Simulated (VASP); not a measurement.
Sb: single point with PBE

Sb:

```
Sb
1.0
     3.09114    0.00000    0.00000
     0.00000    6.39325    0.00000
     0.00000    0.00000    8.52086
Sb
5
Direct
  0.50000 0.74583 0.31962
  0.50000 0.25417 0.31962
  0.50000 0.74583 0.68038
  0.50000 0.25417 0.68038
  0.50000 0.50000 0.00000
```

```
Program             : VASP 6.6.1
Task                : single point
Functional          : PBE
Potentials or basis : VASP PAW PBE potentials, release 64 (Sb)
Cutoff              : 520 eV
k mesh              : 6 × 4 × 2
Occupations         : gaussian, width 0.1 eV
Spin                : no spin polarisation
```

```
Pressure      : 0.0 GPa
Largest force : 0.011 eV/Å
```

Forces on the atoms (eV/Å):
```
Sb   0.000 -0.010 -0.005
Sb   0.000  0.010 -0.005
Sb   0.000 -0.010  0.005
Sb   0.000  0.010  0.005
Sb   0.000  0.000  0.000
```

Stress tensor (GPa, compression positive):
```
 0.01  0.00  0.00
 0.00 -0.06  0.00
 0.00  0.00  0.07
```

Levels at points of the mesh, in eV from the Fermi level:
| k point | band 9 | band 10 | band 11 | band 12 | band 13 | band 14 | band 15 | band 16 |
| --- | --- | --- | --- | --- | --- | --- | --- | --- |
| (0.00, 0.00, 0.00) | -3.23 | -1.99 | 0.61 | 1.37 | 2.52 | 3.06 | 3.08 | 3.63 |
| (0.50, 0.00, 0.00) | -3.23 | -2.71 | -2.42 | -2.21 | -1.58 | -0.93 | 0.14 | 2.74 |
| (0.00, 0.50, 0.00) | -1.82 | -1.72 | -0.55 | -0.49 | 0.11 | 0.58 | 4.05 | 4.56 |
| (0.50, 0.50, 0.00) | -3.14 | -3.11 | -2.15 | -0.45 | -0.20 | 0.39 | 0.44 | 1.60 |
| (0.00, 0.00, 0.50) | -2.28 | -2.20 | 0.38 | 0.48 | 3.03 | 3.69 | 3.96 | 4.22 |
| (0.50, 0.00, 0.50) | -3.20 | -2.83 | -2.31 | -2.26 | -1.67 | -0.23 | 0.07 | 2.37 |
| (0.00, 0.50, 0.50) | -1.87 | -1.58 | -0.80 | -0.36 | 1.56 | 1.56 | 2.79 | 4.45 |
| (0.50, 0.50, 0.50) | -3.17 | -2.73 | -2.38 | -1.09 | -0.57 | 0.40 | 0.66 | 1.39 |

It took 88 s on 1 thread of Intel(R) Xeon(R) Platinum 8488C (Sapphire Rapids) (shared host), peak memory 0.27 GiB.

Caveat: the k points lie up to 0.37 Å⁻¹ apart; spin-orbit coupling is left out, which moves the levels of the heavy elements.
